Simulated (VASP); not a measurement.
# PbO2 (Fm-3m) in VASP: notebook, part 2 of 2

VASP 6.6.1. Earlier steps stand in the parts before.

## Step 3: Single point, PBEsol

This run uses another cell than the first one, of 10.97 Å³/atom.

Contents of INCAR:

```
  ALGO = Normal
  EDIFF = 1E-6
  ENCUT = 520
  GGA = PS
  ISIF = 2
  ISMEAR = -1
  LASPH = T
  LCHARG = F
  LREAL = F
  LWAVE = F
  NBANDS = 20
  NELM = 60
  PREC = Accurate
  SIGMA = 0.05
```

Contents of KPOINTS:

```
k-points
0
Gamma
  9 9 9
```

Contents of POSCAR:

```
PbO2
1.0
    0.0000000000      2.5436368437      2.5436368437
    2.5436368437      0.0000000000      2.5436368437
    2.5436368437      2.5436368437      0.0000000000
Pb O
1 2
Direct
    0.0000000000      0.0000000000      0.0000000000
    0.7500000000      0.7500000000      0.7500000000
    0.2500000000      0.2500000000      0.2500000000
```

Potentials or basis: VASP PAW PBE potentials, release 64 (Pb_d, O).

The run is started by

```bash
$ cat potpaw_PBE.64/Pb_d/POTCAR potpaw_PBE.64/O/POTCAR > POTCAR
$ mpirun -np 1 vasp_std > vasp.out
```

OUTCAR:

```text
EDIFF = 1E-6
   ENCUT = 520
   GGA = PS
   ISIF = 2
   ISMEAR = -1
   LASPH = T
   LREAL = F
   NELM = 60
   PREC = Accurate

 ion  position               nearest neighbor table
   1  0.000  0.000  0.000-   2 2.20   2 2.20   2 2.20   2 2.20   3 2.20   3 2.20   3 2.20   3 2.20

   2  0.750  0.750  0.750-   1 2.20   1 2.20   1 2.20   1 2.20
   3  0.250  0.250  0.250-   1 2.20   1 2.20   1 2.20   1 2.20

  LATTYP: Found a face centered cubic cell.
 ALAT       =     5.0872736874

  Lattice vectors:

 A1 = (   0.0000000000,   2.5436368437,   2.5436368437)
 A2 = (   2.5436368437,   0.0000000000,   2.5436368437)
 A3 = (   2.5436368437,   2.5436368437,   0.0000000000)

Analysis of symmetry for initial positions (statically):
=====================================================================
 Subroutine PRICEL returns:
 Original cell was already a primitive cell.

 Routine SETGRP: Setting up the symmetry group for a
 face centered cubic supercell.

 Subroutine GETGRP returns: Found 48 space group operations
 (whereof 48 operations were pure point group operations)
 out of a pool of 48 trial point group operations.

The static configuration has the point symmetry O_h .

Analysis of symmetry for dynamics (positions and initial velocities):
=====================================================================
 Subroutine PRICEL returns:
 Original cell was already a primitive cell.

 Routine SETGRP: Setting up the symmetry group for a
 face centered cubic supercell.

 Subroutine GETGRP returns: Found 48 space group operations
 (whereof 48 operations were pure point group operations)
 out of a pool of 48 trial point group operations.

The dynamic configuration has the point symmetry O_h .

 Subroutine INISYM returns: Found 48 space group operations
 (whereof 48 operations are pure point group operations),
 and found     1 'primitive' translations

----------------------------------------------------------------------------------------

                                     Primitive cell

  volume of cell :      32.9151

  direct lattice vectors                    reciprocal lattice vectors
     0.000000000  2.543636844  2.543636844    -0.196568941  0.196568941  0.196568941
     2.543636844  0.000000000  2.543636844     0.196568941 -0.196568941  0.196568941
     2.543636844  2.543636844  0.000000000     0.196568941  0.196568941 -0.196568941

  length of vectors
     3.597245722  3.597245722  3.597245722     0.340467393  0.340467393  0.340467393

  position of ions in fractional coordinates (direct lattice)
     0.000000000  0.000000000  0.000000000
     0.750000000  0.750000000  0.750000000
     0.250000000  0.250000000  0.250000000

  ion indices of the primitive-cell ions
   primitive index   ion index
                 1           1
                 2           2
                 3           3

----------------------------------------------------------------------------------------

 KPOINTS: k-points

Automatic generation of k-mesh.
 Grid dimensions read from file:
 generate k-points for:    9    9    9

 Generating k-lattice:

  Cartesian coordinates                     Fractional coordinates (reciprocal lattice)
    -0.021840993  0.021840993  0.021840993     0.111111111  0.000000000  0.000000000
     0.021840993 -0.021840993  0.021840993     0.000000000  0.111111111  0.000000000
     0.021840993  0.021840993 -0.021840993     0.000000000  0.000000000  0.111111111

  Length of vectors
     0.037829710  0.037829710  0.037829710

  Shift w.r.t. Gamma in fractional coordinates (k-lattice)
     0.000000000  0.000000000  0.000000000

 Subroutine IBZKPT returns following result:
 ===========================================

 Found     35 irreducible k-points:

 Following reciprocal coordinates:
            Coordinates               Weight
  0.000000  0.000000  0.000000      1.000000
  0.111111  0.000000  0.000000      8.000000
  0.222222  0.000000  0.000000      8.000000
  0.333333  0.000000  0.000000      8.000000
  0.444444  0.000000  0.000000      8.000000
  0.111111  0.111111  0.000000      6.000000
[... 16 lines left out ...]
 -0.333333  0.333333  0.000000     12.000000
  0.444444  0.444444  0.000000      6.000000
 [... further k-points ...]
   k-points           NKPTS =     35   k-points in BZ     NKDIM =     35   number of bands    NBANDS=     20
   number of dos      NEDOS =    301   number of ions     NIONS =      3
   total plane-waves  NPLWV =  21952
   dimension x,y,z NGX =    28 NGY =   28 NGZ =   28
   dimension x,y,z NGXF=    56 NGYF=   56 NGZF=   56
   ions per type =               1   2
   NGX,Y,Z   is equivalent  to a cutoff of  12.94, 12.94, 12.94 a.u.
   NGXF,Y,Z  is equivalent  to a cutoff of  25.88, 25.88, 25.88 a.u.
 SYSTEM =  unknown system
   PREC   = accura    normal or accurate (medium, high low for compatibility)
   ISTART =      0    job   : 0-new  1-cont  2-samecut
   ICHARG =      2    charge: 1-file 2-atom 10-const
   ISPIN  =      1    spin polarized calculation?
   LNONCOLLINEAR =      F non collinear calculations
   LSORBIT =      F    spin-orbit coupling
   LASPH  =      T    aspherical Exc in radial PAW
   ENCUT  =  520.0 eV  38.22 Ry    6.18 a.u.   6.69  6.69  6.69*2*pi/ulx,y,z
   NELM   =     60;   NELMIN=  2; NELMDL= -5     # of ELM steps
   EDIFF  = 0.1E-05   stopping-criterion for ELM
   LREAL  =      F    real-space projection
   EDIFFG = 0.1E-04   stopping-criterion for IOM
   NSW    =      0    number of steps for IOM
   IBRION =     -1    ionic relax: 0-MD 1-quasi-New 2-CG
   NFREE  =      0    steps in history (QN), initial steepest desc. (CG)
   ISIF   =      2    stress and relaxation
   ISYM   =      2    0-nonsym 1-usesym 2-fastsym
   POTIM  = 0.5000    time-step for ionic-motion
   TEBEG  =    0.0;   TEEND  =   0.0 temperature during run
   PSTRESS=    0.0 pullay stress
   NELECT =      26.0000    total number of electrons
   NUPDOWN=      -1.0000    fix difference up-down
   EMIN   =  10.00;   EMAX   =-10.00  energy-range for DOS
   EFERMI =   0.00;   METHOD = LEGACY
   ISMEAR =    -1;   SIGMA  =   0.05  broadening in eV -4-tet -1-fermi 0-gaus
   EFERMI_NEDOS =   21; number of points for ismear=-14 and -15
   IALGO  =     38    algorithm
   IMIX   =      4    mixing-type and parameters
     AMIX     =   0.40;   BMIX     =  1.00
     AMIX_MAG =   1.60;   BMIX_MAG =  1.00
  volume/ion in A,a.u.               =      10.97        74.04
  Fermi-wavevector in a.u.,A,eV,Ry     =   1.513332  2.859783 31.159700  2.290173
  Thomas-Fermi vector in A             =   2.623137
   LORBIT       =      0    0 simple, 1 ext, 2 COOP (PROOUT), +10 PAW based schemes
   GGA     = PS    functional components
   LHFCALC =     F    Hartree Fock is set to
   AEXX    =    0.0000 exact exchange contribution
   IVDW    =     0    specifies the selected vdW correction
   LEPSILON=     F    determine dielectric tensor
   LRPA    =     F    only Hartree local field effects (RPA)
 non-spin polarized calculation
  energy-cutoff  :      520.00
  volume of cell :       32.92
 maximum number of plane-waves:       907
   NGX = 13   NGY = 13   NGZ = 13

 number of electron      25.9999992 magnetization

 Free energy of the ion-electron system (eV)
  ---------------------------------------------------
  ext. energy  EPLUGINS =         0.00000000
  ---------------------------------------------------
  free energy    TOTEN  =       -16.37106293 eV

  energy without entropy =      -16.37023837  energy(sigma->0) =      -16.37065065

 E-fermi :   8.1790     XC(G=0): -12.4321

 val. band max:        8.0034494685   @ k =  -0.3333   0.4444   0.2222
 cond. band min:       8.4151904246   @ k =   0.1111   0.0000   0.0000
 fundamental gap:      0.4117409561
 Fermi energy:         8.1789656725

 k-point     1 :       0.0000    0.0000    0.0000
  band No.  band energies     occupation
      1     -12.1114      2.00000
      2      -7.9815      2.00000
      3      -7.9815      2.00000
      4      -7.9815      2.00000
      5      -7.9277      2.00000
      6      -7.4598      2.00000
[... 12 lines left out ...]
     19      24.4470      0.00000
     20      24.4470      0.00000
[... 507 lines left out ...]
 k-point    24 :       0.4444    0.4444    0.0000
  band No.  band energies     occupation
      1     -10.7020      2.00000
      2     -10.1337      2.00000
      3      -7.7444      2.00000
      4      -7.4889      2.00000
      5      -7.4889      2.00000
      6      -7.3413      2.00000
[... 12 lines left out ...]
     19      24.2212      0.00000
     20      26.5884      0.00000

 [... further k-points ...]

------------------------ aborting loop because EDIFF is reached ----------------------------------------

  FORCE on cell =-STRESS in cart. coord.  units (eV):
  Direction    XX          YY          ZZ          XY          YZ          ZX
  --------------------------------------------------------------------------------------
  -------------------------------------------------------------------------------------
  Total        6.2719089      6.2719089      6.2719089     -0.0000000     -0.0000000     -0.0000000
  in kB      305.2917068    305.2917068    305.2917068     -0.0000000     -0.0000000     -0.0000000
  external PRESSURE =     305.2917068 kB  Pullay stress =       0.0000000 kB

 VOLUME and BASIS-vectors are now :
 -----------------------------------------------------------------------------
  energy-cutoff  :      520.00
  volume of cell :       32.92
      direct lattice vectors                 reciprocal lattice vectors
     0.000000000  2.543636844  2.543636844    -0.196568941  0.196568941  0.196568941
     2.543636844  0.000000000  2.543636844     0.196568941 -0.196568941  0.196568941
     2.543636844  2.543636844  0.000000000     0.196568941  0.196568941 -0.196568941

 POSITION                                       TOTAL-FORCE (eV/Angst)
 -----------------------------------------------------------------------------------
      0.00000      0.00000      0.00000        -0.000000      0.000000      0.000000
      3.81546      3.81546      3.81546         0.000000      0.000000     -0.000000
      1.27182      1.27182      1.27182        -0.000000     -0.000000     -0.000000
 -----------------------------------------------------------------------------------
    total drift:                                0.000000     -0.000000      0.000000

  FREE ENERGIE OF THE ION-ELECTRON SYSTEM (eV)
  ---------------------------------------------------
  free  energy   TOTEN  =       -16.3710629345 eV

  energy  without entropy=      -16.3702383655  energy(sigma->0) =      -16.37065065
```

stdout:

```text
POSCAR found type information on POSCAR PbO
 POSCAR found :  2 types and       3 ions
 scaLAPACK will be used
 -----------------------------------------------------------------------------
|                                                                             |
|                                                                             |
|     You enforced a specific xc type in the INCAR file but a different       |
|     I HOPE YOU KNOW WHAT YOU ARE DOING!                                     |
|                                                                             |
 -----------------------------------------------------------------------------

 LDA part: xc-table for (Slater+PW92), standard interpolation
 POSCAR, INCAR and KPOINTS ok, starting setup
 FFT: planning ... GRIDC
 FFT: planning ... GRID_SOFT
 FFT: planning ... GRID
 WAVECAR not read
 entering main loop
```

It took 13 s on 1 thread of Intel Xeon 6975P-C (Granite Rapids), shared host; peak memory 0.16 GiB.

Results:

```
Free energy            : -16.3711 eV
Pressure               : 30.5 GPa
Band gap on the k mesh : zero (bands 13 and 14 overlap by 1.22 eV)
```

Caveat: the cell stands under pressure; the PAW data sets were made with another functional, which shifts forces and pressure a little; spin-orbit coupling is left out, which moves the levels of the heavy elements.

The gap in the log of VASP goes by the Fermi energy; the results here count the filled bands.